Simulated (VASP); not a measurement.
# Ga (Im-3m) in VASP: settings compared, part 2 of 2

VASP 6.6.1. The steps go on from the part before.

## Step 4: Single point, HSE06

This run uses another cell than the first one, of 19.49 Å³/atom.

Contents of POSCAR:

```
Ga
1.0
   -1.6954136164      1.6954136164      1.6954136164
    1.6954136164     -1.6954136164      1.6954136164
    1.6954136164      1.6954136164     -1.6954136164
Ga
1
Direct
    0.0000000000      0.0000000000      0.0000000000
```

Contents of INCAR.step1:

```
  PREC = Accurate
  ENCUT = 520
  EDIFF = 1E-5
  ISMEAR = 0
  SIGMA = 0.05
  LREAL = F
  LASPH = T
  NELM = 100
  ALGO = Normal
  ISIF = 2
  LWAVE = T
  GGA = PE
  NBANDS = 12
```

Contents of INCAR.step2:

```
  PREC = Accurate
  ENCUT = 520
  EDIFF = 1E-6
  ISMEAR = 0
  SIGMA = 0.05
  LREAL = F
  LASPH = T
  NELM = 100
  ALGO = Normal
  ISIF = 2
  LWAVE = F
  LCHARG = T
  GGA = PE
  LHFCALC = T
  HFSCREEN = 0.2079
  PRECFOCK = Normal
  LELF = T
  LVHAR = T
  ISTART = 1
  NBANDS = 12
```

Contents of KPOINTS:

```
regular mesh
0
Gamma
  8 8 8
```

Potentials or basis: VASP PAW PBE potentials, release 64 (Ga_d).

Run with:

```bash
$ cat potpaw_PBE.64/Ga_d/POTCAR > POTCAR
$ cp INCAR.step1 INCAR
$ mpirun -np 1 vasp_std > vasp.out
$ cp INCAR.step2 INCAR
$ mpirun -np 1 vasp_std > vasp.out
```

OUTCAR:

```text
PREC = Accurate
   ENCUT = 520
   EDIFF = 1E-6
   ISMEAR = 0
   LREAL = F
   LASPH = T
   NELM = 100
   ISIF = 2
   GGA = PE
   LHFCALC = T
   HFSCREEN = 0.2079
   PRECFOCK = Normal
   ISTART = 1

 ion  position               nearest neighbor table
   1  0.000  0.000  0.000-

  LATTYP: Found a body centered cubic cell.
 ALAT       =     3.3908272328

  Lattice vectors:

 A1 = (  -1.6954136164,   1.6954136164,   1.6954136164)
 A2 = (   1.6954136164,  -1.6954136164,   1.6954136164)
 A3 = (   1.6954136164,   1.6954136164,  -1.6954136164)

Analysis of symmetry for initial positions (statically):
=====================================================================
 Subroutine PRICEL returns:
 Original cell was already a primitive cell.

 Routine SETGRP: Setting up the symmetry group for a
 body centered cubic supercell.

 Subroutine GETGRP returns: Found 48 space group operations
 (whereof 48 operations were pure point group operations)
 out of a pool of 48 trial point group operations.

[... 175 lines left out ...]

 k-point     1 :       0.0000    0.0000    0.0000
  band No.  band energies     occupation
      1     -12.5573      2.00000
      2     -12.5573      2.00000
      3     -12.5573      2.00000
      4     -12.3886      2.00000
      5     -12.3886      2.00000
      6      -6.9596      2.00000
      7      18.6300      0.00000
      8      18.6300      0.00000
      9      18.6300      0.00000
     10      23.0029      0.00000
     11      23.0029      0.00000
     12      23.0029      0.00000
[... 331 lines left out ...]
 k-point    24 :      -0.3750    0.3750    0.2500
  band No.  band energies     occupation
      1     -12.5539      2.00000
      2     -12.4972      2.00000
      3     -12.4669      2.00000
      4     -12.4139      2.00000
      5     -12.3385      2.00000
      6      -0.8290      2.00000
      7       6.7225      0.00000
      8       9.5416      0.00000
      9      11.3949      0.00000
     10      14.8016      0.00000
     11      21.2217      0.00000
     12      24.3380      0.00000

 [... further k-points ...]

------------------------ aborting loop because EDIFF is reached ----------------------------------------

  FORCE on cell =-STRESS in cart. coord.  units (eV):
  Direction    XX          YY          ZZ          XY          YZ          ZX
  --------------------------------------------------------------------------------------
  -------------------------------------------------------------------------------------
  Total       -0.1655567     -0.1655567     -0.1655567     -0.0000000     -0.0000000     -0.0000000
  in kB      -13.6072490    -13.6072490    -13.6072490     -0.0000000     -0.0000000     -0.0000000
  external PRESSURE =     -13.6072490 kB  Pullay stress =       0.0000000 kB

 VOLUME and BASIS-vectors are now :
 -----------------------------------------------------------------------------
  energy-cutoff  :      520.00
  volume of cell :       19.49
      direct lattice vectors                 reciprocal lattice vectors
    -1.695413616  1.695413616  1.695413616     0.000000000  0.294913286  0.294913286
     1.695413616 -1.695413616  1.695413616     0.294913286  0.000000000  0.294913286
     1.695413616  1.695413616 -1.695413616     0.294913286  0.294913286  0.000000000

 POSITION                                       TOTAL-FORCE (eV/Angst)
 -----------------------------------------------------------------------------------
      0.00000      0.00000      0.00000        -0.000000      0.000000      0.000000
 -----------------------------------------------------------------------------------
    total drift:                                0.000021     -0.000015     -0.000032

  FREE ENERGIE OF THE ION-ELECTRON SYSTEM (eV)
  ---------------------------------------------------
  free  energy   TOTEN  =        -3.2004360742 eV

  energy  without entropy=       -3.1978208158  energy(sigma->0) =       -3.19912844
```

It took 76 min on 1 thread of Intel Xeon Platinum 8375C at 2.90GHz (Ice Lake), shared host; peak memory 0.25 GiB.

What came out:

* Free energy: -3.2004 eV
* Pressure: -1.4 GPa
* Band gap on the k mesh: zero (an odd number of electrons rules out a gap without spin polarisation)

Caveat: the PAW data sets were made with another functional, which shifts forces and pressure a little.

## Step 5: Overview

```csv
level,cell,grid for exact exchange (PRECFOCK),share of exact exchange,screening parameter,gap on the mesh (eV),pressure (GPa)
HSE06,"a = 2.906 Å, angles 109.5°, 1 atom",Normal,0.25,0.2079 1/Å,none,0.3
PBE,"a = 2.942 Å, angles 109.5°, 1 atom",-,-,-,none,-0.7
HSE06,"a = 2.937 Å, angles 109.5°, 1 atom",Normal,0.25,0.2079 1/Å,none,-1.4
```

Alike in all rows: task single point; potentials or basis VASP PAW PBE potentials, release 64 (Ga_d); no spin polarisation; k mesh 8 × 8 × 8; cutoff (eV) 520; smearing gaussian 0.05 eV.

Caveats: the PAW data sets were made with another functional, which shifts forces and pressure a little (at least some runs).

Total energies depend on the potentials used, so only differences within one code and one set of settings carry meaning.
